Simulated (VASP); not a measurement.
A run of VASP 6.6.1 is set up as follows.

File INCAR:

```
SYSTEM = Ge
PREC = Accurate
ENCUT = 520
EDIFF = 1E-6
ISMEAR = 0
SIGMA = 0.1
LREAL = .False.
LASPH = .True.
NELM = 80
ALGO = Normal
ISIF = 2
LWAVE = .False.
LCHARG = .True.
GGA = PE
LELF = .True.
LVHAR = .True.
NBANDS = 66
```

Contents of KPOINTS:

```
regular mesh
0
Gamma
  4 4 4
  0 0 0
```

POSCAR

```
Ge
1.0
    3.2933232300     -6.7873230600      0.0000000000
    3.2933232300      6.7873230600      0.0000000000
    0.0000000000      0.0000000000      3.8917994400
Ge
8
Direct
    0.1482151100      0.4813907700      0.0000000000
    0.8517848900      0.5186092300      0.0000000000
    0.5186092300      0.8517848900      0.0000000000
    0.4813907700      0.1482151100      0.0000000000
    0.9047290900      0.7263749900      0.5000000000
    0.0952709100      0.2736250100      0.5000000000
    0.2736250100      0.0952709100      0.5000000000
    0.7263749900      0.9047290900      0.5000000000
```

Potentials or basis: VASP PAW PBE potentials, release 64 (Ge_d).

Command:

```bash
$ cat potpaw_PBE.64/Ge_d/POTCAR > POTCAR
$ mpirun -np 1 vasp_std > vasp.out
```

Problem. Estimate the band gap on the k mesh.

Solution. 0.28 eV (least direct gap 0.58 eV).

Problem. Predict the largest force.

Solution. 0.453 eV/Å.

Problem. Estimate the pressure.

Solution. 9.2 GPa.

Stress tensor (GPa, compression positive):
```
 7.42  0.00  0.00
 0.00  8.30  0.00
 0.00  0.00 11.90
```

Caveat: the cell stands under pressure. A k mesh can miss the band edges.
